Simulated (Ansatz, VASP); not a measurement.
## AlInAsP3: VASP beside Ansatz

```xyz
6
Lattice="5.1737 0.0000 0.0000 -2.5869 4.4806 0.0000 0.0000 0.0000 5.2411" Properties=species:S:1:pos:R:3 pbc="T T T"
Al    0.0000    2.9871    0.0000
In    0.0000    0.0000    0.0000
P     1.0952    3.6194    2.6205
P    -1.0952    3.6194    2.6205
P     0.0000    1.7224    2.6205
As    2.5869    1.4935    0.0000
```

Change from the starting cell: species swapped into the LaAlCuNi3 type (P-6m2, No. 187).

Alike in both runs: task relaxation of cell and atoms; functional PBE; k mesh 12 × 12 × 8; occupations gaussian, width 0.1 eV; no spin polarisation.

```csv
,VASP,Ansatz
version,VASP 6.6.1,Ansatz 0.2.0
potentials or method,"VASP PAW PBE potentials, release 64 (Al, In_d, P, As), cutoff 500 eV","scalar-relativistic, plane waves, PAW"
valence electrons in the cell,36,46
```

Ansatz gave:

* gap on the k mesh at the Fermi level, each at its own relaxed structure (eV): none
* relaxed volume (Å³/atom): 20.23
* relaxed cell length with the largest relative difference (Å): 5.196

**Question.** What did VASP give for the same quantities?

**Answer.** gap on the k mesh at the Fermi level, each at its own relaxed structure (eV): none; relaxed volume (Å³/atom): 20.23; relaxed cell length with the largest relative difference (Å): 5.194.

A gap of «none» marks a metal or a gap that the smearing closes. VASP's potentials hold 36 valence electrons a cell and Ansatz's 46, so a difference there can come from the potentials and not from the codes.
